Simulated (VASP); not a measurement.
Runs of VASP 6.6.1 on W. The structure is that of space group Im-3m (No. 229), or close to it. The cells are those of the table. 

```csv
task,cell,k mesh,cutoff (eV),gap on the mesh (eV),pressure (GPa),relaxed volume (Å³/atom)
relaxation of cell and atoms,"relaxed from a = 2.717 Å, angles 109.5°, 1 atom",18 × 18 × 18,600,none,0.0,(a)
single point,"a = 2.746 Å, angles 109.5°, 1 atom",8 × 8 × 8,520,none,-8.1,-
relaxation of cell and atoms,"relaxed from a = 2.746 Å, angles 109.5°, 1 atom",8 × 8 × 8,600,none,-0.4,15.55
single point,"a = 2.717 Å, angles 109.5°, 1 atom",8 × 8 × 8,520,none,2.1,-
```

Alike in all rows: level LDA; potentials or basis VASP PAW LDA potentials, release 64 (W_sv); no spin polarisation; smearing gaussian 0.1 eV.

**Question.** Fill in the values left out.

**Answer.** (a) 15.51.

Caveats: spin-orbit coupling is left out, which moves the levels of the heavy elements.

A k mesh can miss the band edges, and the runs leave out spin-orbit coupling on W.

A gap of «none» marks levels without a gap at the run's occupations.
